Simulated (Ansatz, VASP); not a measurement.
## WC in VASP and in Ansatz

The input INCAR:

```
SYSTEM = WC
PREC = Accurate
ENCUT = 520
EDIFF = 1E-6
ISMEAR = -1
SIGMA = 0.05
LREAL = .False.
LASPH = .True.
NELM = 60
ALGO = Normal
ISIF = 2
LWAVE = .False.
LCHARG = .False.
GGA = PE
NBANDS = 16
```

Contents of KPOINTS:

```
Automatic mesh
0
Gamma
  18 18 17
  0 0 0
```

The input POSCAR:

```
WC
1.0
    2.9005014360      0.0000000000      0.0000000000
   -1.4502507180      2.5119079273      0.0000000000
    0.0000000000      0.0000000000      2.8290000000
W C
1 1
Direct
    0.0000000000      0.0000000000      0.0000000000
    0.6666666667      0.3333333333      0.5000000000
```

Input for Ansatz:

```yaml
crystal:
  lattice:
    - [2.900501436, 0.0, 0.0]
    - [-1.450250718, 2.5119079273, 0.0]
    - [0.0, 0.0, 2.829]
  atoms:
    - { symbol: W, position: [0.0, 0.0, 0.0] }
    - { symbol: C, position: [0.6666666667, 0.3333333333, 0.5] }
kpoints:
  mp_grid: { grid: [18, 18, 17] }
scf:
  occupations: { method: fermi_dirac, width: 0.05 }
hamiltonian:
  xc: pbe
  pseudopotentials: { kind: all_electron, lapw: { basis_error: 0.001 } }
output:
  forces: true
  stress: true
  eigenvalues: true
```

Alike in both runs: task single point; functional PBE; k mesh 18 × 18 × 17; occupations fermi-dirac, width 0.05 eV; no spin polarisation.

|  | VASP | Ansatz |
| --- | --- | --- |
| version | VASP 6.6.1 | Ansatz 0.2.0 |
| potentials or method | VASP PAW PBE potentials, release 64 (W_sv, C), cutoff 520 eV | all-electron LAPW, scalar-relativistic |

```csv
,VASP,Ansatz,Ansatz less VASP
pressure (GPa),9.6,8.5,-1.08
"traceless stress, the component that is largest in VASP (GPa)",0.57,0.37,-0.202
```

Ansatz ran all-electron here, and VASP with PAW potentials.

Neither program's run includes spin-orbit coupling.
